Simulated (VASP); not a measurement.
# Ge (Fd-3m) in VASP: a series of runs, part 3 of 3

VASP 6.6.1. Earlier steps stand in the parts before.

## Step 6: Single point, RPBE

Input file INCAR:

```
SYSTEM = Ge
ALGO = Normal ; EDIFF = 1E-6
ENCUT = 500 ; GGA = RP
GGA_COMPAT = .False. ; ISIF = 2
ISMEAR = 0 ; LASPH = .True.
LCHARG = .False. ; LREAL = .False.
LWAVE = .False. ; NBANDS = 21
NELM = 120 ; PREC = Accurate
SIGMA = 0.01
```

Input file KPOINTS:

```
k-points
0
Gamma
  6 6 6
  0 0 0
```

Input file POSCAR:

```
Ge
1.0
    0.0000000000      2.8289100000      2.8289100000
    2.8289100000      0.0000000000      2.8289100000
    2.8289100000      2.8289100000      0.0000000000
Ge
2
Direct
    0.0000000000      0.0000000000      0.0000000000
    0.2500000000      0.2500000000      0.2500000000
```

Potentials or basis: VASP PAW PBE potentials, release 64 (Ge_d).

Run with:

```console
$ cat potpaw_PBE.64/Ge_d/POTCAR > POTCAR
$ mpirun -np 1 vasp_std > vasp.out
```

OUTCAR:

```text
SYSTEM = Ge
   EDIFF = 1E-6
   ENCUT = 500
   GGA = RP
   ISIF = 2
   ISMEAR = 0
   LASPH = .True.
   LREAL = .False.
   NELM = 120
   PREC = Accurate

 ion  position               nearest neighbor table
   1  0.000  0.000  0.000-   2 2.45   2 2.45   2 2.45   2 2.45
   2  0.250  0.250  0.250-   1 2.45   1 2.45   1 2.45   1 2.45

  LATTYP: Found a face centered cubic cell.
 ALAT       =     5.6578200000

  Lattice vectors:

 A1 = (   0.0000000000,   2.8289100000,   2.8289100000)
 A2 = (   2.8289100000,   0.0000000000,   2.8289100000)
 A3 = (   2.8289100000,   2.8289100000,   0.0000000000)

Analysis of symmetry for initial positions (statically):
=====================================================================
 Subroutine PRICEL returns:
 Original cell was already a primitive cell.

 Routine SETGRP: Setting up the symmetry group for a
 face centered cubic supercell.

 Subroutine GETGRP returns: Found 48 space group operations
 (whereof 24 operations were pure point group operations)
 out of a pool of 48 trial point group operations.

The static configuration has the point symmetry T_d .
 The point group associated with its full space group is O_h .

Analysis of symmetry for dynamics (positions and initial velocities):
=====================================================================
 Subroutine PRICEL returns:
 Original cell was already a primitive cell.

 Routine SETGRP: Setting up the symmetry group for a
 face centered cubic supercell.

 Subroutine GETGRP returns: Found 48 space group operations
 (whereof 24 operations were pure point group operations)
 out of a pool of 48 trial point group operations.

The dynamic configuration has the point symmetry T_d .
 The point group associated with its full space group is O_h .

 Subroutine INISYM returns: Found 48 space group operations
 (whereof 24 operations are pure point group operations),
 and found     1 'primitive' translations

----------------------------------------------------------------------------------------

                                     Primitive cell

  volume of cell :      45.2780

  direct lattice vectors                    reciprocal lattice vectors
     0.000000000  2.828910000  2.828910000    -0.176746521  0.176746521  0.176746521
     2.828910000  0.000000000  2.828910000     0.176746521 -0.176746521  0.176746521
     2.828910000  2.828910000  0.000000000     0.176746521  0.176746521 -0.176746521

  length of vectors
     4.000682889  4.000682889  4.000682889     0.306133954  0.306133954  0.306133954

  position of ions in fractional coordinates (direct lattice)
     0.000000000  0.000000000  0.000000000
     0.250000000  0.250000000  0.250000000

  ion indices of the primitive-cell ions
   primitive index   ion index
                 1           1
                 2           2

----------------------------------------------------------------------------------------

 KPOINTS: k-points

Automatic generation of k-mesh.
 Grid dimensions read from file:
 generate k-points for:    6    6    6

 Generating k-lattice:

  Cartesian coordinates                     Fractional coordinates (reciprocal lattice)
    -0.029457753  0.029457753  0.029457753     0.166666667  0.000000000  0.000000000
     0.029457753 -0.029457753  0.029457753     0.000000000  0.166666667  0.000000000
     0.029457753  0.029457753 -0.029457753     0.000000000  0.000000000  0.166666667

  Length of vectors
     0.051022326  0.051022326  0.051022326

  Shift w.r.t. Gamma in fractional coordinates (k-lattice)
     0.000000000  0.000000000  0.000000000

 Subroutine IBZKPT returns following result:
 ===========================================

 Found     16 irreducible k-points:

 Following reciprocal coordinates:
            Coordinates               Weight
  0.000000  0.000000  0.000000      1.000000
  0.166667  0.000000  0.000000      8.000000
  0.333333  0.000000  0.000000      8.000000
  0.500000  0.000000  0.000000      4.000000
  0.166667  0.166667  0.000000      6.000000
  0.333333  0.166667  0.000000     24.000000
[... 8 lines left out ...]
 -0.333333  0.333333  0.166667     24.000000
 -0.333333  0.500000  0.166667     12.000000
   k-points           NKPTS =     16   k-points in BZ     NKDIM =     16   number of bands    NBANDS=     21
   number of dos      NEDOS =    301   number of ions     NIONS =      2
   total plane-waves  NPLWV =  27000
   dimension x,y,z NGX =    30 NGY =   30 NGZ =   30
   dimension x,y,z NGXF=    60 NGYF=   60 NGZF=   60
   ions per type =               2
   NGX,Y,Z   is equivalent  to a cutoff of  12.47, 12.47, 12.47 a.u.
   NGXF,Y,Z  is equivalent  to a cutoff of  24.93, 24.93, 24.93 a.u.
 SYSTEM =  Ge
   PREC   = accura    normal or accurate (medium, high low for compatibility)
   ISTART =      0    job   : 0-new  1-cont  2-samecut
   ICHARG =      2    charge: 1-file 2-atom 10-const
   ISPIN  =      1    spin polarized calculation?
   LNONCOLLINEAR =      F non collinear calculations
   LSORBIT =      F    spin-orbit coupling
   LASPH  =      T    aspherical Exc in radial PAW
   ENCUT  =  500.0 eV  36.75 Ry    6.06 a.u.   7.29  7.29  7.29*2*pi/ulx,y,z
   NELM   =    120;   NELMIN=  2; NELMDL= -5     # of ELM steps
   EDIFF  = 0.1E-05   stopping-criterion for ELM
   LREAL  =      F    real-space projection
   EDIFFG = 0.1E-04   stopping-criterion for IOM
   NSW    =      0    number of steps for IOM
   IBRION =     -1    ionic relax: 0-MD 1-quasi-New 2-CG
   NFREE  =      0    steps in history (QN), initial steepest desc. (CG)
   ISIF   =      2    stress and relaxation
   ISYM   =      2    0-nonsym 1-usesym 2-fastsym
   POTIM  = 0.5000    time-step for ionic-motion
   TEBEG  =    0.0;   TEEND  =   0.0 temperature during run
   PSTRESS=    0.0 pullay stress
   NELECT =      28.0000    total number of electrons
   NUPDOWN=      -1.0000    fix difference up-down
   EMIN   =  10.00;   EMAX   =-10.00  energy-range for DOS
   EFERMI =   0.00;   METHOD = LEGACY
   ISMEAR =     0;   SIGMA  =   0.01  broadening in eV -4-tet -1-fermi 0-gaus
   EFERMI_NEDOS =   21; number of points for ismear=-14 and -15
   IALGO  =     38    algorithm
   IMIX   =      4    mixing-type and parameters
     AMIX     =   0.40;   BMIX     =  1.00
     AMIX_MAG =   1.60;   BMIX_MAG =  1.00
  volume/ion in A,a.u.               =      22.64       152.78
  Fermi-wavevector in a.u.,A,eV,Ry     =   1.394756  2.635708 26.468033  1.945346
  Thomas-Fermi vector in A             =   2.518275
   LORBIT       =      0    0 simple, 1 ext, 2 COOP (PROOUT), +10 PAW based schemes
   GGA     = RP    functional components
   LHFCALC =     F    Hartree Fock is set to
   AEXX    =    0.0000 exact exchange contribution
   IVDW    =     0    specifies the selected vdW correction
   LEPSILON=     F    determine dielectric tensor
   LRPA    =     F    only Hartree local field effects (RPA)
 non-spin polarized calculation
 Gauss-broadening in eV      SIGMA  =   0.01
  energy-cutoff  :      500.00
  volume of cell :       45.28
 maximum number of plane-waves:      1167
 NGX is ok and might be reduce to    30
   NGX = 15   NGY = 15   NGZ = 15

 number of electron      28.0000022 magnetization

 Free energy of the ion-electron system (eV)
  ---------------------------------------------------
  ext. energy  EPLUGINS =         0.00000000
  ---------------------------------------------------
  free energy    TOTEN  =        -8.26446298 eV

  energy without entropy =       -8.26446298  energy(sigma->0) =       -8.26446298

 E-fermi :   5.2065     XC(G=0):  -9.7411

 val. band max:        5.1103780281   @ k =   0.0000   0.0000   0.0000
 cond. band min:       5.2615094777   @ k =   0.0000   0.0000   0.0000
 fundamental gap:      0.1511314496
 Fermi energy:         5.2064637238

 k-point     1 :       0.0000    0.0000    0.0000
  band No.  band energies     occupation
      1     -19.7297      2.00000
      2     -19.7297      2.00000
      3     -19.7297      2.00000
      4     -19.6941      2.00000
      5     -19.6941      2.00000
      6     -19.4843      2.00000
[... 13 lines left out ...]
     20      14.5465      0.00000
     21      14.5465      0.00000
[... 337 lines left out ...]
 k-point    16 :      -0.3333    0.5000    0.1667
  band No.  band energies     occupation
      1     -19.7743      2.00000
      2     -19.7743      2.00000
      3     -19.6490      2.00000
      4     -19.6490      2.00000
      5     -19.5836      2.00000
      6     -19.5836      2.00000
[... 13 lines left out ...]
     20      16.2151      0.00000
     21      18.0977      0.00000

------------------------ aborting loop because EDIFF is reached ----------------------------------------

  FORCE on cell =-STRESS in cart. coord.  units (eV):
  Direction    XX          YY          ZZ          XY          YZ          ZX
  --------------------------------------------------------------------------------------
  -------------------------------------------------------------------------------------
  Total        1.4500827      1.4500827      1.4500827     -0.0000000      0.0000000     -0.0000000
  in kB       51.3116496     51.3116496     51.3116496     -0.0000000      0.0000000     -0.0000000
  external PRESSURE =      51.3116496 kB  Pullay stress =       0.0000000 kB

 VOLUME and BASIS-vectors are now :
 -----------------------------------------------------------------------------
  energy-cutoff  :      500.00
  volume of cell :       45.28
      direct lattice vectors                 reciprocal lattice vectors
     0.000000000  2.828910000  2.828910000    -0.176746521  0.176746521  0.176746521
     2.828910000  0.000000000  2.828910000     0.176746521 -0.176746521  0.176746521
     2.828910000  2.828910000  0.000000000     0.176746521  0.176746521 -0.176746521

 POSITION                                       TOTAL-FORCE (eV/Angst)
 -----------------------------------------------------------------------------------
      0.00000      0.00000      0.00000         0.000000      0.000000      0.000000
      1.41446      1.41446      1.41446        -0.000000     -0.000000     -0.000000
 -----------------------------------------------------------------------------------
    total drift:                                0.000000      0.000000      0.000000

  FREE ENERGIE OF THE ION-ELECTRON SYSTEM (eV)
  ---------------------------------------------------
  free  energy   TOTEN  =        -8.2644629827 eV

  energy  without entropy=       -8.2644629827  energy(sigma->0) =       -8.26446298
```

OSZICAR:

```text
N       E                     dE             d eps       ncg     rms          rms(c)
DAV:   1     0.185571269983E+03    0.18557E+03   -0.14385E+04   746   0.357E+03
DAV:   2     0.183374820097E+02   -0.16723E+03   -0.16121E+03   672   0.597E+02
DAV:   3    -0.749072840717E+01   -0.25828E+02   -0.25653E+02   757   0.140E+02
DAV:   4    -0.830822711276E+01   -0.81750E+00   -0.81714E+00   777   0.293E+01
DAV:   5    -0.832153994737E+01   -0.13313E-01   -0.13313E-01   755   0.409E+00    0.343E+00
DAV:   6    -0.827744883686E+01    0.44091E-01   -0.20464E-02   806   0.149E+00    0.204E+00
DAV:   7    -0.826090513572E+01    0.16544E-01   -0.48090E-02   727   0.208E+00    0.174E-01
DAV:   8    -0.826401472882E+01   -0.31096E-02   -0.72554E-03   737   0.983E-01    0.432E-02
DAV:   9    -0.826436404639E+01   -0.34932E-03   -0.44483E-04   762   0.228E-01    0.190E-02
DAV:  10    -0.826445527682E+01   -0.91230E-04   -0.16183E-04   727   0.108E-01    0.767E-03
DAV:  11    -0.826446299654E+01   -0.77197E-05   -0.26752E-05   752   0.685E-02    0.188E-03
DAV:  12    -0.826446298268E+01    0.13860E-07   -0.77740E-07   585   0.146E-02
   1 F= -.82644630E+01 E0= -.82644630E+01  d E =-.181007E-17
```

Run time: 10 s. Hardware: 1 thread of Intel Xeon 6975P-C (Granite Rapids), shared host; peak memory 0.16 GiB.

What came out:

```yaml
Free_energy: -8.2645 eV
Pressure: 5.1 GPa
Band_gap_on_the_k_mesh: 0.15 eV, direct
```

Caveat: the PAW data sets were made with another functional, which shifts forces and pressure a little.

## Step 7: Overview

| k mesh | gap on the mesh (eV) | pressure (GPa) |
| --- | --- | --- |
| 3 × 3 × 3 | 0.17 | 6.1 |
| 4 × 4 × 4 | 0.16 | 5.3 |
| 5 × 5 × 5 | 0.15 | 5.1 |
| 6 × 6 × 6 | 0.15 | 5.1 |

Alike in all rows: task single point; level RPBE; potentials or basis VASP PAW PBE potentials, release 64 (Ge_d); no spin polarisation; cell as given; cutoff (eV) 500; smearing gaussian 0.01 eV.

Caveats: some runs use coarse meshes; the PAW data sets were made with another functional, which shifts forces and pressure a little.

Total energies depend on the potentials used, so only differences within one code and one set of settings carry meaning.
